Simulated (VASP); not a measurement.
# Os (Im-3m) in VASP: further runs, part 2 of 2

VASP 6.6.1. The steps go on from the part before.

### Step 5. Single point, PBEsol+D3(BJ)

This run uses another cell than the first one, of 10.77 Å³/atom.

The input, INCAR:

```
PREC     = Accurate       # precision mode
ENCUT    = 520            # plane-wave cutoff, eV
EDIFF    = 1E-7           # SCF threshold, eV
ISMEAR   = -1             # smearing method
SIGMA    = 0.05           # smearing width, eV
LREAL    = F              # projectors in reciprocal space
LASPH    = T              # aspherical terms in the spheres
NELM     = 60             # most SCF steps
ALGO     = Normal         # electronic algorithm
ISIF     = 2              # what is computed and relaxed
LWAVE    = F              # write WAVECAR
LCHARG   = F              # write CHGCAR
GGA      = PS             # functional
IVDW     = 12             # dispersion correction
NBANDS   = 10             # bands
```

The input, KPOINTS:

```
Automatic mesh
0
Gamma
  19 19 19
```

The input, POSCAR:

```
Os
1.0
   -1.3910170379      1.3910170379      1.3910170379
    1.3910170379     -1.3910170379      1.3910170379
    1.3910170379      1.3910170379     -1.3910170379
Os
1
Direct
    0.0000000000      0.0000000000      0.0000000000
```

Potentials or basis: VASP PAW PBE potentials, release 64 (Os).

Command:

```
cat potpaw_PBE.64/Os/POTCAR > POTCAR
mpirun -np 1 vasp_std > vasp.out
```

OUTCAR:

```text
PREC = Accurate
   ENCUT = 520
   EDIFF = 1E-7
   ISMEAR = -1
   LREAL = F
   LASPH = T
   NELM = 60
   ISIF = 2
   GGA = PS
   IVDW = 12
 IVDW          = 12

 ion  position               nearest neighbor table
   1  0.000  0.000  0.000-

  LATTYP: Found a body centered cubic cell.
 ALAT       =     2.7820340758

  Lattice vectors:

 A1 = (  -1.3910170379,   1.3910170379,   1.3910170379)
 A2 = (   1.3910170379,  -1.3910170379,   1.3910170379)
 A3 = (   1.3910170379,   1.3910170379,  -1.3910170379)

Analysis of symmetry for initial positions (statically):
=====================================================================
 Subroutine PRICEL returns:
 Original cell was already a primitive cell.

 Routine SETGRP: Setting up the symmetry group for a
 body centered cubic supercell.

 Subroutine GETGRP returns: Found 48 space group operations
 (whereof 48 operations were pure point group operations)
 out of a pool of 48 trial point group operations.

The static configuration has the point symmetry O_h .

Analysis of symmetry for dynamics (positions and initial velocities):
=====================================================================
 Subroutine PRICEL returns:
 Original cell was already a primitive cell.

 Routine SETGRP: Setting up the symmetry group for a
 body centered cubic supercell.

 Subroutine GETGRP returns: Found 48 space group operations
 (whereof 48 operations were pure point group operations)
 out of a pool of 48 trial point group operations.

The dynamic configuration has the point symmetry O_h .

 Subroutine INISYM returns: Found 48 space group operations
 (whereof 48 operations are pure point group operations),
 and found     1 'primitive' translations

----------------------------------------------------------------------------------------

                                     Primitive cell
[... 112 lines left out ...]
  Thomas-Fermi vector in A             =   2.596550
   LORBIT       =      0    0 simple, 1 ext, 2 COOP (PROOUT), +10 PAW based schemes
   GGA     = PS    functional components
   LHFCALC =     F    Hartree Fock is set to
   AEXX    =    0.0000 exact exchange contribution
   IVDW    =    12    specifies the selected vdW correction
   LEPSILON=     F    determine dielectric tensor
   LRPA    =     F    only Hartree local field effects (RPA)
 non-spin polarized calculation
  energy-cutoff  :      520.00
  volume of cell :       10.77
 maximum number of plane-waves:       321
 NGX is ok and might be reduce to    18
   NGX =  9   NGY =  9   NGZ =  9

 number of electron       7.9999999 magnetization

 Free energy of the ion-electron system (eV)
  ---------------------------------------------------
  ext. energy  EPLUGINS =         0.00000000
  ---------------------------------------------------
  free energy    TOTEN  =        -9.38067921 eV

  energy without entropy =       -9.37247472  energy(sigma->0) =       -9.37657697

 E-fermi :  14.2184     XC(G=0): -15.6727

 val. band max:       14.2100603082   @ k =  -0.2105   0.3158   0.0526
 cond. band min:      14.2210678498   @ k =   0.3684   0.1579   0.0526
 fundamental gap:      0.0110075417
 Fermi energy:        14.2184389994

 k-point     1 :       0.0000    0.0000    0.0000
  band No.  band energies     occupation
      1       0.3285      2.00000
      2       9.1083      2.00000
      3       9.1083      2.00000
      4       9.1083      2.00000
      5      13.8993      1.99662
      6      13.8993      1.99662
      7      30.3788      0.00000
      8      30.3788      0.00000
      9      30.3788      0.00000
     10      47.3797      0.00000
[... 287 lines left out ...]
 k-point    24 :       0.3158    0.1053    0.0000
  band No.  band energies     occupation
      1       3.9094      2.00000
      2       6.4953      2.00000
      3      10.2462      2.00000
      4      13.5430      2.00000
      5      15.1638      0.00000
      6      18.0212      0.00000
      7      28.6845      0.00000
      8      30.7255      0.00000
      9      37.4422      0.00000
     10      40.3161      0.00000

 [... further k-points ...]

------------------------ aborting loop because EDIFF is reached ----------------------------------------

 Edisp (eV)   -0.86914

 E8    (eV) :    -0.6203

  FORCE on cell =-STRESS in cart. coord.  units (eV):
  Direction    XX          YY          ZZ          XY          YZ          ZX
  --------------------------------------------------------------------------------------
  -------------------------------------------------------------------------------------
  Total      14.28584    14.28584    14.28584     0.00000     0.00000    -0.00000
  in kB    2125.97956  2125.97956  2125.97956     0.00000     0.00000    -0.00000
  external pressure =     2125.98 kB  Pullay stress =        0.00 kB

 VOLUME and BASIS-vectors are now :
 -----------------------------------------------------------------------------
  energy-cutoff  :      520.00
  volume of cell :       10.77
      direct lattice vectors                 reciprocal lattice vectors
    -1.391017038  1.391017038  1.391017038     0.000000000  0.359449228  0.359449228
     1.391017038 -1.391017038  1.391017038     0.359449228  0.000000000  0.359449228
     1.391017038  1.391017038 -1.391017038     0.359449228  0.359449228  0.000000000

 POSITION                                       TOTAL-FORCE (eV/Angst)
 -----------------------------------------------------------------------------------
      0.00000      0.00000      0.00000         0.000000      0.000000      0.000000
 -----------------------------------------------------------------------------------
    total drift:                                0.000000      0.000000      0.000000

  FREE ENERGIE OF THE ION-ELECTRON SYSTEM (eV)
  ---------------------------------------------------
  free  energy   TOTEN  =       -10.2498194583 eV

  energy  without entropy=      -10.2416149750  energy(sigma->0) =      -10.24571722
```

OSZICAR:

```text
N       E                     dE             d eps       ncg     rms          rms(c)
DAV:   1     0.443045180674E+02    0.44305E+02   -0.43760E+03  4496   0.772E+02
DAV:   2    -0.903220682527E+01   -0.53337E+02   -0.50750E+02  4610   0.223E+02
DAV:   3    -0.996236572164E+01   -0.93016E+00   -0.92287E+00  5098   0.275E+01
DAV:   4    -0.996448734684E+01   -0.21216E-02   -0.21213E-02  4888   0.142E+00
DAV:   5    -0.996449399983E+01   -0.66530E-05   -0.66540E-05  5026   0.718E-02    0.335E+01
DAV:   6    -0.957539778396E+01    0.38910E+00   -0.15097E-01  4964   0.273E+00    0.191E+01
DAV:   7    -0.938200050664E+01    0.19340E+00   -0.24112E-01  4442   0.334E+00    0.577E-01
DAV:   8    -0.938073097616E+01    0.12695E-02   -0.62019E-03  5018   0.843E-01    0.240E-01
DAV:   9    -0.938070992210E+01    0.21054E-04   -0.69865E-05  5086   0.766E-02    0.296E-02
DAV:  10    -0.938067926623E+01    0.30656E-04   -0.14541E-05  4930   0.514E-02    0.800E-03
DAV:  11    -0.938067920781E+01    0.58417E-07   -0.71600E-08  4178   0.241E-03
   1 F= -.10249819E+02 E0= -.10245717E+02  d E =-.820448E-02
```

stdout:

```text
POSCAR found type information on POSCAR Os
 POSCAR found :  1 types and       1 ions
 scaLAPACK will be used
 -----------------------------------------------------------------------------
|                                                                             |
|                                                                             |
|     You enforced a specific xc type in the INCAR file but a different       |
|     I HOPE YOU KNOW WHAT YOU ARE DOING!                                     |
|                                                                             |
 -----------------------------------------------------------------------------

 LDA part: xc-table for (Slater+PW92), standard interpolation
 POSCAR, INCAR and KPOINTS ok, starting setup
 FFT: planning ... GRIDC
 FFT: planning ... GRID_SOFT
 FFT: planning ... GRID
 WAVECAR not read
 entering main loop
```

It took 31 s on 1 thread of Intel Xeon 8259CL, shared host; peak memory 0.15 GiB.

Results:

| Item | Value |
| --- | --- |
| Free energy | -10.2498 eV |
| Pressure | 212.6 GPa |
| Band gap on the k mesh | zero (bands 4 and 5 overlap by 7.14 eV) |
| Dispersion energy per atom | -0.869 eV |

Levels at points of the mesh, in eV from the Fermi level:
| k point | band 1 | band 2 | band 3 | band 4 | band 5 | band 6 | band 7 | band 8 | band 9 |
| --- | --- | --- | --- | --- | --- | --- | --- | --- | --- |
| (0.00, 0.00, 0.00) | -13.89 | -5.11 | -5.11 | -5.11 | -0.32 | -0.32 | 16.16 | 16.16 | 16.16 |

Caveat: the cell stands under pressure; the PAW data sets were made with another functional, which shifts forces and pressure a little; spin-orbit coupling is left out, which moves the levels of the heavy elements.

### Step 6. The runs side by side

```csv
level,cell,gap on the mesh (eV),pressure (GPa)
PBEsol,"a = 2.297 Å, angles 109.5°, 1 atom",none,465.3
PBEsol,"a = 2.409 Å, angles 109.5°, 1 atom",none,225.6
PBEsol+D3(BJ),"a = 2.409 Å, angles 109.5°, 1 atom",none,212.6
```

Alike in all rows: task single point; potentials or basis VASP PAW PBE potentials, release 64 (Os); no spin polarisation; k mesh 19 × 19 × 19; cutoff (eV) 520; smearing fermi-dirac 0.05 eV.

Caveats: the cell stands under pressure; the PAW data sets were made with another functional, which shifts forces and pressure a little; spin-orbit coupling is left out, which moves the levels of the heavy elements.

Absolute energies hang on the potentials; compare differences alone.
